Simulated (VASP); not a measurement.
**As3P: single point with PBE**

The system is As3P.

```
P As
1.0
     5.83187    0.00000    0.00000
    -2.91593    5.05055    0.00000
     0.00000    0.00000    4.93204
P As
2 6
Cartesian
  0.0000 3.3670 1.2330
  2.9159 1.6835 3.6990
  2.9159 3.3142 1.2330
  -1.4122 4.1824 3.6990
  1.5037 0.8682 1.2330
  0.0000 1.7363 3.6990
  4.3282 0.8682 1.2330
  1.4122 4.1824 3.6990
```

- Program: VASP 6.6.1
- Task: single point
- Functional: PBE
- Potentials or basis: VASP PAW PBE potentials, release 64 (P, As)
- Cutoff: 520 eV
- k mesh: 3 × 3 × 4
- Occupations: gaussian, width 0.1 eV
- Spin: no spin polarisation
- Dipole correction: no
- Further INCAR settings: ALGO = Normal; EDIFF = 1e-06; NBANDS = 30

- Pressure: 0.0 GPa
- Largest force: 0.006 eV/Å
- Band gap on the k mesh: zero (bands 20 and 21 overlap by 2.72 eV)

Forces in eV/Å, atoms in the order of the input:
```
P    0.000  0.000  0.000
P    0.000  0.000  0.000
As   0.000 -0.006  0.000
As   0.005 -0.003  0.000
As   0.005  0.003  0.000
As   0.000  0.006  0.000
As  -0.005  0.003  0.000
As  -0.005 -0.003  0.000
```

Stress tensor (GPa, compression positive):
```
 0.02  0.00  0.00
 0.00  0.02  0.00
 0.00  0.00 -0.05
```

Levels at points of the mesh, in eV from the Fermi level:
| k point | band 16 | band 17 | band 18 | band 19 | band 20 | band 21 | band 22 | band 23 | band 24 | band 25 |
| --- | --- | --- | --- | --- | --- | --- | --- | --- | --- | --- |
| (0.00, 0.00, 0.00) | -2.86 | -2.34 | -2.34 | -0.26 | -0.26 | -0.03 | 0.79 | 0.79 | 1.17 | 3.77 |
| (0.00, 0.00, 0.50) | -1.39 | 1.57 | 1.57 | 1.98 | 1.98 | 1.98 | 1.98 | 2.05 | 2.05 | 2.05 |

Run time: 19 s on 1 thread of Intel(R) Xeon(R) 6975P-C (Granite Rapids), on a shared host, peak memory 0.28 GiB.

Caveat: the k points lie up to 0.41 Å⁻¹ apart, too coarse for converged energies and pressures of a metal.
